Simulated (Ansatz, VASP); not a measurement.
Two plane-wave programs on MgO2

The input INCAR:

```
  PREC = Accurate
  ENCUT = 600
  EDIFF = 1E-7
  ISMEAR = 0
  SIGMA = 0.02
  LREAL = False
  LASPH = True
  NELM = 100
  ALGO = Normal
  ISIF = 3
  LWAVE = False
  LCHARG = False
  GGA = PS
  IBRION = 2
  NSW = 100
  EDIFFG = -0.005
```

File KPOINTS:

```
regular mesh
0
Gamma
  12 12 12
```

The input POSCAR:

```
MgO2
1.0
    1.6047610160      0.9265092046      3.4939788749
   -1.6047610160      0.9265092046      3.4939788749
    0.0000000000     -1.8530184092      3.4939788749
Mg O
1 2
Direct
    0.0000000000      0.0000000000      0.0000000000
    0.4287860000      0.4287860000      0.4287860000
    0.5712140000      0.5712140000      0.5712140000
```

Input for Ansatz:

```yaml
crystal:
  lattice:
    - [1.604761016, 0.9265092046, 3.4939788749]
    - [-1.604761016, 0.9265092046, 3.4939788749]
    - [0.0, -1.8530184092, 3.4939788749]
  atoms:
    - { symbol: Mg, position: [0.0, 0.0, 0.0] }
    - { symbol: O, position: [0.428786, 0.428786, 0.428786] }
    - { symbol: O, position: [0.571214, 0.571214, 0.571214] }
basis:
  ecutwfc: 420
kpoints:
  mp_grid: { grid: [12, 12, 12] }
hamiltonian:
  xc: pbesol
scf:
  occupations: { method: gaussian, width: 0.02 }
output:
  forces: true
  stress: true
  eigenvalues: true
  write_density: true
  write_potential: true
  elf: true
  volumetric_format: npy
relax:
  adjacent_minimum: "off"
  f_tol: 0.005
  max_steps: 80
  cell: { stress_tol: 0.05 }
```

Alike in both runs: task relaxation of cell and atoms; functional PBEsol; k mesh 12 × 12 × 12; occupations gaussian, width 0.02 eV; no spin polarisation.

|  | VASP | Ansatz |
| --- | --- | --- |
| version | VASP 6.6.1 | Ansatz 0.2.0 |
| potentials or method | VASP PAW PBE potentials, release 64 (Mg, O), cutoff 600 eV | scalar-relativistic, plane waves, PAW |
| valence electrons in the cell | 14 | 22 |

Ansatz gave:

```
gap on the k mesh at the Fermi level, each at its own relaxed structure (eV) : 2.48
relaxed volume (Å³/atom)                                                     : 10.01
relaxed cell length with the largest relative difference (Å)                 : 3.911
```

Task: What did VASP give for the same quantities?

Result: gap on the k mesh at the Fermi level, each at its own relaxed structure (eV): 2.40; relaxed volume (Å³/atom): 9.97; relaxed cell length with the largest relative difference (Å): 3.909.

VASP's potentials were made for PBE, not for PBEsol. VASP's potentials hold 14 valence electrons a cell and Ansatz's 22, so a difference there can come from the potentials and not from the codes.
